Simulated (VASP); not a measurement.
# TiB2: single point with LDA

TiB2:

```
CELL_PARAMETERS angstrom
2.99377 0.00000 0.00000
-1.49688 2.59268 0.00000
0.00000 0.00000 3.15990
ATOMIC_POSITIONS crystal
Ti 0.00000 0.00000 0.00000
B 0.33333 0.66667 0.50000
B 0.66667 0.33333 0.50000
```

| Item | Value |
| --- | --- |
| Program | VASP 6.6.1 |
| Task | single point |
| Functional | LDA |
| Potentials or basis | VASP PAW LDA potentials, release 64 (Ti_sv, B) |
| Cutoff | 520 eV |
| k mesh | 12 × 12 × 10 |
| Occupations | fermi-dirac, width 0.05 eV |
| Spin | no spin polarisation |
| Dipole correction | no |
| Further INCAR settings | ALGO = Normal; EDIFF = 1e-06; NBANDS = 16 |

```json
{
 "Pressure": "0.7 GPa",
 "Band gap on the k mesh": "zero (bands 9 and 10 overlap by 0.56 eV)"
}
```

Levels at points of the mesh, in eV from the Fermi level:
| k point | band 6 | band 7 | band 8 | band 9 | band 10 | band 11 | band 12 | band 13 |
| --- | --- | --- | --- | --- | --- | --- | --- | --- |
| (0.00, 0.00, 0.00) | -2.77 | -2.77 | -2.22 | -2.17 | 2.00 | 2.00 | 3.90 | 3.90 |
| (0.50, 0.00, 0.00) | -9.12 | -3.32 | -3.29 | -2.40 | 1.42 | 2.86 | 3.39 | 3.56 |
| (0.00, 0.00, 0.50) | -7.71 | -0.58 | -0.58 | -0.27 | -0.27 | 0.43 | 0.43 | 1.83 |
| (0.50, 0.00, 0.50) | -7.49 | -4.83 | -3.97 | -3.08 | 2.68 | 3.07 | 4.87 | 4.88 |

Wall time 29 s on 1 thread of Intel Xeon 8259CL, on a shared host, peak memory 0.16 GiB.
